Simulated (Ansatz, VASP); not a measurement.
One calculation of Ag, two programs

```xyz
1
Lattice="0.0000 2.0519 2.0519 2.0519 0.0000 2.0519 2.0519 2.0519 0.0000" Properties=species:S:1:pos:R:3 pbc="T T T"
Ag    0.0000    0.0000    0.0000
```

Alike in both runs: task single point; functional r2SCAN; k mesh 22 × 22 × 22; occupations fermi-dirac, width 0.1 eV; no spin polarisation.

|  | VASP | Ansatz |
| --- | --- | --- |
| version | VASP 6.6.1 | Ansatz 0.2.0 |
| potentials or method | VASP PAW PBE potentials, release 64 (Ag), cutoff 520 eV | plane waves (500 eV) with PAW, scalar-relativistic |
| valence electrons in the cell | 11 | 19 |

VASP gave:

* pressure (GPa): 0.2

Question: Which values does Ansatz return?

Answer: Pressure (GPa): 0.0.

VASP's potentials were made for PBE, not for r2SCAN. The functional is the same, so the differences come from potentials, cutoffs and numerics. VASP's potentials hold 11 valence electrons a cell and Ansatz's 19, so a difference there can come from the potentials and not from the codes.
